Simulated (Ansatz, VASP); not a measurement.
## AlRu in VASP and in Ansatz

File POSCAR:

```
AlRu
1.0
    2.9826244058      0.0000000000      0.0000000000
    0.0000000000      3.1392121871      0.0000000000
    0.0000000000      0.0000000000      2.9826244058
Al Ru
1 1
Direct
    0.0000000000      0.0000000000      0.0000000000
    0.5000000000      0.5000000000      0.5000000000
```

File INCAR.step1:

```
ALGO = Normal ; EDIFF = 1E-4
ENCUT = 520 ; GGA = PE
ISMEAR = 0 ; LASPH = T
LCHARG = F ; LREAL = F
LWAVE = T ; NBANDS = 16
NELM = 60 ; PREC = Accurate
SIGMA = 0.15
```

Contents of INCAR.step2:

```
ALGO = Normal ; EDIFF = 1E-6
ENCUT = 520 ; ISIF = 2
ISMEAR = 0 ; ISTART = 1
LASPH = T ; LCHARG = F
LMIXTAU = T ; LREAL = F
LWAVE = F ; METAGGA = R2SCAN
NBANDS = 16 ; NELM = 60
PREC = Accurate ; SIGMA = 0.15
```

KPOINTS

```
k-points
0
Gamma
  20 20 20
```

Input for Ansatz:

```yaml
crystal:
  lattice:
    - [2.9826244058, 0.0, 0.0]
    - [0.0, 3.1392121871, 0.0]
    - [0.0, 0.0, 2.9826244058]
  atoms:
    - { symbol: Al, position: [0.0, 0.0, 0.0] }
    - { symbol: Ru, position: [0.5, 0.5, 0.5] }
basis:
  ecutwfc: 500
kpoints:
  mp_grid: { grid: [20, 20, 20] }
hamiltonian:
  xc: r2scan
scf:
  occupations: { method: gaussian, width: 0.15 }
output:
  forces: true
  stress: true
  eigenvalues: true
```

Change from the starting cell: strain +0.0525 x Voigt [0, 1, 0, 0, 0, 0], atoms carried along.

Alike in both runs: task single point; functional r2SCAN; k mesh 20 × 20 × 20; occupations gaussian, width 0.15 eV; no spin polarisation.

```csv
,VASP,Ansatz
version,VASP 6.6.1,Ansatz 0.2.0
potentials or method,"VASP PAW PBE potentials, release 64 (Al, Ru_pv), cutoff 520 eV","scalar-relativistic, plane waves, PAW"
valence electrons in the cell,17,19
```

Ansatz gave:

| Quantity | Value |
| --- | --- |
| gap on the k mesh at the Fermi level (eV) | none |
| pressure (GPa) | -9.9 |
| traceless stress, the component that is largest in VASP (GPa) | -5.33 |

**Question.** Estimate VASP's values.

**Answer.** gap on the k mesh at the Fermi level (eV): none; pressure (GPa): -9.8; traceless stress, the component that is largest in VASP (GPa): -5.35.

VASP's potentials were made for PBE, not for r2SCAN. A gap of «none» marks a metal or a gap that the smearing closes. VASP's potentials hold 17 valence electrons a cell and Ansatz's 19, so a difference there can come from the potentials and not from the codes.
